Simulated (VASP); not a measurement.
# TlCl (Pm-3m) in VASP: single point with PBE

Aim: the single point of TlCl with PBE.

All numbers are computed with VASP 6.6.1; they aren't measurements. Logs are shortened: lines on timing, memory, paths and dates and some standing lists are left out, and cuts for length are marked.

## 1. The cell of the first run

It takes space group Pm-3m (No. 221, cubic). Conventional cell: a = 3.846 Å, b = 3.846 Å, c = 3.846 Å, α = 90.00°, β = 90.00°, γ = 90.00°. Within 4.4 Å of Tl (site symmetry m-3m) lie 8 Cl at 3.33 Å and 6 Tl at 3.85 Å. Within 4.4 Å of Cl (site symmetry m-3m) lie 8 Tl at 3.33 Å and 6 Cl at 3.85 Å.

## 2. Single point, PBE

Contents of INCAR:

```
SYSTEM = TlCl
PREC = Accurate
ENCUT = 500
EDIFF = 1E-6
ISMEAR = 1
SIGMA = 0.1513
LREAL = .FALSE.
LASPH = .TRUE.
NELM = 120
ALGO = Normal
ISIF = 2
LWAVE = .FALSE.
LCHARG = .TRUE.
GGA = PE
LELF = .TRUE.
LVHAR = .TRUE.
NBANDS = 17
GGA_COMPAT = .FALSE.
```

Contents of KPOINTS:

```
regular mesh
0
G
  7 7 7
  0 0 0
```

Contents of POSCAR:

```
TlCl
1.0
    3.8463860000      0.0000000000      0.0000000000
    0.0000000000      3.8463860000      0.0000000000
    0.0000000000      0.0000000000      3.8463860000
Tl Cl
1 1
Direct
    0.0000000000      0.0000000000      0.0000000000
    0.5000000000      0.5000000000      0.5000000000
```

Potentials or basis: VASP PAW PBE potentials, release 64 (Tl_d, Cl).

The run is started by

```
$ cat potpaw_PBE.64/Tl_d/POTCAR potpaw_PBE.64/Cl/POTCAR > POTCAR
$ mpirun -np 1 vasp_std > vasp.out
```

OUTCAR:

```text
SYSTEM = TlCl
   PREC = Accurate
   ENCUT = 500
   EDIFF = 1E-6
   ISMEAR = 1
   LREAL = .FALSE.
   LASPH = .TRUE.
   NELM = 120
   ISIF = 2
   GGA = PE

 ion  position               nearest neighbor table
   1  0.000  0.000  0.000-   2 3.33   2 3.33   2 3.33   2 3.33   2 3.33   2 3.33   2 3.33   2 3.33

   2  0.500  0.500  0.500-   1 3.33   1 3.33   1 3.33   1 3.33   1 3.33   1 3.33   1 3.33   1 3.33

  LATTYP: Found a simple cubic cell.
 ALAT       =     3.8463860000

  Lattice vectors:

 A1 = (   3.8463860000,   0.0000000000,   0.0000000000)
 A2 = (   0.0000000000,   3.8463860000,   0.0000000000)
 A3 = (   0.0000000000,   0.0000000000,   3.8463860000)

Analysis of symmetry for initial positions (statically):
=====================================================================
 Subroutine PRICEL returns:
 Original cell was already a primitive cell.

 Routine SETGRP: Setting up the symmetry group for a
 simple cubic supercell.

 Subroutine GETGRP returns: Found 48 space group operations
 (whereof 48 operations were pure point group operations)
 out of a pool of 48 trial point group operations.

The static configuration has the point symmetry O_h .

Analysis of symmetry for dynamics (positions and initial velocities):
=====================================================================
 Subroutine PRICEL returns:
 Original cell was already a primitive cell.

 Routine SETGRP: Setting up the symmetry group for a
 simple cubic supercell.

 Subroutine GETGRP returns: Found 48 space group operations
 (whereof 48 operations were pure point group operations)
 out of a pool of 48 trial point group operations.

The dynamic configuration has the point symmetry O_h .

 Subroutine INISYM returns: Found 48 space group operations
 (whereof 48 operations are pure point group operations),
 and found     1 'primitive' translations

----------------------------------------------------------------------------------------

                                     Primitive cell

  volume of cell :      56.9061

  direct lattice vectors                    reciprocal lattice vectors
     3.846386000  0.000000000  0.000000000     0.259984307  0.000000000  0.000000000
     0.000000000  3.846386000  0.000000000     0.000000000  0.259984307  0.000000000
     0.000000000  0.000000000  3.846386000     0.000000000  0.000000000  0.259984307

  length of vectors
     3.846386000  3.846386000  3.846386000     0.259984307  0.259984307  0.259984307

  position of ions in fractional coordinates (direct lattice)
     0.000000000  0.000000000  0.000000000
     0.500000000  0.500000000  0.500000000

  ion indices of the primitive-cell ions
   primitive index   ion index
                 1           1
                 2           2

----------------------------------------------------------------------------------------

 KPOINTS: regular mesh

Automatic generation of k-mesh.
 Grid dimensions read from file:
 generate k-points for:    7    7    7

 Generating k-lattice:

  Cartesian coordinates                     Fractional coordinates (reciprocal lattice)
     0.037140615  0.000000000  0.000000000     0.142857143  0.000000000  0.000000000
     0.000000000  0.037140615  0.000000000     0.000000000  0.142857143  0.000000000
     0.000000000  0.000000000  0.037140615     0.000000000  0.000000000  0.142857143

  Length of vectors
     0.037140615  0.037140615  0.037140615

  Shift w.r.t. Gamma in fractional coordinates (k-lattice)
     0.000000000  0.000000000  0.000000000

 Subroutine IBZKPT returns following result:
 ===========================================

 Found     20 irreducible k-points:

 Following reciprocal coordinates:
            Coordinates               Weight
  0.000000  0.000000  0.000000      1.000000
  0.142857  0.000000  0.000000      6.000000
  0.285714  0.000000  0.000000      6.000000
  0.428571  0.000000  0.000000      6.000000
  0.142857  0.142857  0.000000     12.000000
  0.285714  0.142857  0.000000     24.000000
[... 12 lines left out ...]
  0.428571  0.428571  0.285714     24.000000
  0.428571  0.428571  0.428571      8.000000
   k-points           NKPTS =     20   k-points in BZ     NKDIM =     20   number of bands    NBANDS=     17
   number of dos      NEDOS =    301   number of ions     NIONS =      2
   total plane-waves  NPLWV =  21952
   dimension x,y,z NGX =    28 NGY =   28 NGZ =   28
   dimension x,y,z NGXF=    56 NGYF=   56 NGZF=   56
   ions per type =               1   1
   NGX,Y,Z   is equivalent  to a cutoff of  12.10, 12.10, 12.10 a.u.
   NGXF,Y,Z  is equivalent  to a cutoff of  24.20, 24.20, 24.20 a.u.
 SYSTEM =  TlCl
   PREC   = accura    normal or accurate (medium, high low for compatibility)
   ISTART =      0    job   : 0-new  1-cont  2-samecut
   ICHARG =      2    charge: 1-file 2-atom 10-const
   ISPIN  =      1    spin polarized calculation?
   LNONCOLLINEAR =      F non collinear calculations
   LSORBIT =      F    spin-orbit coupling
   LASPH  =      T    aspherical Exc in radial PAW
   ENCUT  =  500.0 eV  36.75 Ry    6.06 a.u.   7.01  7.01  7.01*2*pi/ulx,y,z
   NELM   =    120;   NELMIN=  2; NELMDL= -5     # of ELM steps
   EDIFF  = 0.1E-05   stopping-criterion for ELM
   LREAL  =      F    real-space projection
   EDIFFG = 0.1E-04   stopping-criterion for IOM
   NSW    =      0    number of steps for IOM
   IBRION =     -1    ionic relax: 0-MD 1-quasi-New 2-CG
   NFREE  =      0    steps in history (QN), initial steepest desc. (CG)
   ISIF   =      2    stress and relaxation
   ISYM   =      2    0-nonsym 1-usesym 2-fastsym
   POTIM  = 0.5000    time-step for ionic-motion
   TEBEG  =    0.0;   TEEND  =   0.0 temperature during run
   PSTRESS=    0.0 pullay stress
   NELECT =      20.0000    total number of electrons
   NUPDOWN=      -1.0000    fix difference up-down
   EMIN   =  10.00;   EMAX   =-10.00  energy-range for DOS
   EFERMI =   0.00;   METHOD = LEGACY
   ISMEAR =     1;   SIGMA  =   0.15  broadening in eV -4-tet -1-fermi 0-gaus
   EFERMI_NEDOS =   21; number of points for ismear=-14 and -15
   IALGO  =     38    algorithm
   IMIX   =      4    mixing-type and parameters
     AMIX     =   0.40;   BMIX     =  1.00
     AMIX_MAG =   1.60;   BMIX_MAG =  1.00
  volume/ion in A,a.u.               =      28.45       192.01
  Fermi-wavevector in a.u.,A,eV,Ry     =   1.155310  2.183220 18.160265  1.334742
  Thomas-Fermi vector in A             =   2.291940
   LORBIT       =      0    0 simple, 1 ext, 2 COOP (PROOUT), +10 PAW based schemes
   GGA     = PE    functional components
   LHFCALC =     F    Hartree Fock is set to
   AEXX    =    0.0000 exact exchange contribution
   IVDW    =     0    specifies the selected vdW correction
   LEPSILON=     F    determine dielectric tensor
   LRPA    =     F    only Hartree local field effects (RPA)
 non-spin polarized calculation
 Methfessel and Paxton  Order N= 1 SIGMA  =   0.15
  energy-cutoff  :      500.00
  volume of cell :       56.91
 maximum number of plane-waves:      1457
   NGX = 15   NGY = 15   NGZ = 15

 number of electron      19.9999992 magnetization

 Free energy of the ion-electron system (eV)
  ---------------------------------------------------
  ext. energy  EPLUGINS =         0.00000000
  ---------------------------------------------------
  free energy    TOTEN  =        -6.00819022 eV

  energy without entropy =       -6.00897659  energy(sigma->0) =       -6.00845234

 E-fermi :   2.5318     XC(G=0):  -9.0914

 val. band max:        2.4415708029   @ k =   0.4286   0.0000   0.0000
 cond. band min:       4.9965861600   @ k =   0.4286   0.0000   0.0000
 fundamental gap:      2.5550153572
 Fermi energy:         2.5318223770

 k-point     1 :       0.0000    0.0000    0.0000
  band No.  band energies     occupation
      1     -11.1130      2.00000
      2      -7.3081      2.00000
      3      -7.3081      2.00000
      4      -7.0696      2.00000
      5      -7.0696      2.00000
      6      -7.0696      2.00000
[... 9 lines left out ...]
     16      15.0325      0.00000
     17      16.8093      0.00000

 k-point     2 :       0.1429    0.0000    0.0000
  band No.  band energies     occupation
      1     -11.0695      2.00000
      2      -7.3055      2.00000
      3      -7.2757      2.00000
      4      -7.0846      2.00000
      5      -7.0846      2.00000
      6      -7.0683      2.00000
[... 9 lines left out ...]
     16      16.0619      0.00000
     17      16.6270      0.00000

 k-point     3 :       0.2857    0.0000    0.0000
  band No.  band energies     occupation
      1     -10.9679      2.00000
      2      -7.2996      2.00000
      3      -7.2052      2.00000
      4      -7.1177      2.00000
      5      -7.1177      2.00000
      6      -7.0652      2.00000
[... 9 lines left out ...]
     16      15.4148      0.00000
     17      16.8168      0.00000

 k-point     4 :       0.4286    0.0000    0.0000
  band No.  band energies     occupation
      1     -10.8823      2.00000
      2      -7.2949      2.00000
      3      -7.1519      2.00000
      4      -7.1438      2.00000
      5      -7.1438      2.00000
      6      -7.0628      2.00000
[... 9 lines left out ...]
     16      15.7685      0.00000
     17      16.7708      0.00000
[... 263 lines left out ...]
      1     -10.7224      2.00000
      2      -7.2015      2.00000
      3      -7.1662      2.00000
      4      -7.1223      2.00000
      5      -7.1188      2.00000
      6      -7.0588      2.00000
[... 9 lines left out ...]
     16      14.4305      0.00000
     17      18.2683      0.00000

 k-point    19 :       0.4286    0.4286    0.2857
  band No.  band energies     occupation
      1     -10.6692      2.00000
      2      -7.2074      2.00000
      3      -7.1958      2.00000
      4      -7.1571      2.00000
      5      -7.0895      2.00000
      6      -7.0197      2.00000
[... 9 lines left out ...]
     16      14.7231      0.00000
     17      18.8424      0.00000

 k-point    20 :       0.4286    0.4286    0.4286
  band No.  band energies     occupation
      1     -10.6063      2.00000
      2      -7.2343      2.00000
      3      -7.2343      2.00000
      4      -7.2104      2.00000
      5      -7.0181      2.00000
      6      -7.0181      2.00000
[... 9 lines left out ...]
     16      15.0651      0.00000
     17      19.7427      0.00000

------------------------ aborting loop because EDIFF is reached ----------------------------------------

  FORCE on cell =-STRESS in cart. coord.  units (eV):
  Direction    XX          YY          ZZ          XY          YZ          ZX
  --------------------------------------------------------------------------------------
  -------------------------------------------------------------------------------------
  Total        0.3345144      0.3345144      0.3345144      0.0000000      0.0000000      0.0000000
  in kB        9.4181767      9.4181767      9.4181767      0.0000000      0.0000000      0.0000000
  external PRESSURE =       9.4181767 kB  Pullay stress =       0.0000000 kB

 VOLUME and BASIS-vectors are now :
 -----------------------------------------------------------------------------
  energy-cutoff  :      500.00
  volume of cell :       56.91
      direct lattice vectors                 reciprocal lattice vectors
     3.846386000  0.000000000  0.000000000     0.259984307  0.000000000  0.000000000
     0.000000000  3.846386000  0.000000000     0.000000000  0.259984307  0.000000000
     0.000000000  0.000000000  3.846386000     0.000000000  0.000000000  0.259984307

 POSITION                                       TOTAL-FORCE (eV/Angst)
 -----------------------------------------------------------------------------------
      0.00000      0.00000      0.00000         0.000000      0.000000      0.000000
      1.92319      1.92319      1.92319         0.000000      0.000000      0.000000
 -----------------------------------------------------------------------------------
    total drift:                               -0.000000      0.000000      0.000000

  FREE ENERGIE OF THE ION-ELECTRON SYSTEM (eV)
  ---------------------------------------------------
  free  energy   TOTEN  =        -6.0081902196 eV

  energy  without entropy=       -6.0089765918  energy(sigma->0) =       -6.00845234
```

Run time: 23 s. Hardware: 1 thread of Intel Xeon 8259CL, shared host; peak memory 0.16 GiB.

Results:

| Property | Result |
| --- | --- |
| Free energy | -6.0082 eV |
| Pressure | 0.9 GPa |
| Band gap on the k mesh | 2.56 eV |

Levels at points of the mesh, in eV from the valence-band top:
```csv
k point,band 6,band 7,band 8,band 9,band 10,band 11,band 12,band 13,band 14,band 15
"(0.00, 0.00, 0.00)",-9.51,-4.37,-1.32,-1.32,-1.32,7.95,7.95,7.95,8.03,8.03
```

Caveat: spin-orbit coupling is left out, which moves the levels of the heavy elements; an odd mesh through Γ misses points on the zone boundary, where band edges can lie.
